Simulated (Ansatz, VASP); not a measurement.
# ZnSb3 in VASP and in Ansatz

```
CELL_PARAMETERS angstrom
4.68420 0.00000 0.00000
0.00000 4.68420 0.00000
0.00000 0.00000 4.68420
ATOMIC_POSITIONS crystal
Zn 0.00000 0.00000 0.00000
Sb 0.00000 0.50000 0.50000
Sb 0.50000 0.00000 0.50000
Sb 0.50000 0.50000 0.00000
```

Alike in both runs: functional PBE; k mesh 4 × 4 × 4; occupations gaussian, width 0.1 eV; no spin polarisation.

Ansatz relaxed the structure, and its values are those at the end. VASP's run is a single point on that final structure, the one shown.

```csv
,VASP,Ansatz
version,VASP 6.6.1,Ansatz 0.2.0
potentials or method,"VASP PAW PBE potentials, release 64 (Zn, Sb), cutoff 520 eV","scalar-relativistic, plane waves, PAW"
valence electrons in the cell,27,57
```

```tsv
	VASP	Ansatz	Ansatz less VASP
gap on the k mesh at the Fermi level (eV)	none	none	-
pressure (GPa)	-0.3	-0.3	+0.05
```

A gap of «none» marks a metal or a gap that the smearing closes. VASP's potentials hold 27 valence electrons a cell and Ansatz's 57, so a difference there can come from the potentials and not from the codes.

Spin-orbit coupling is off throughout.
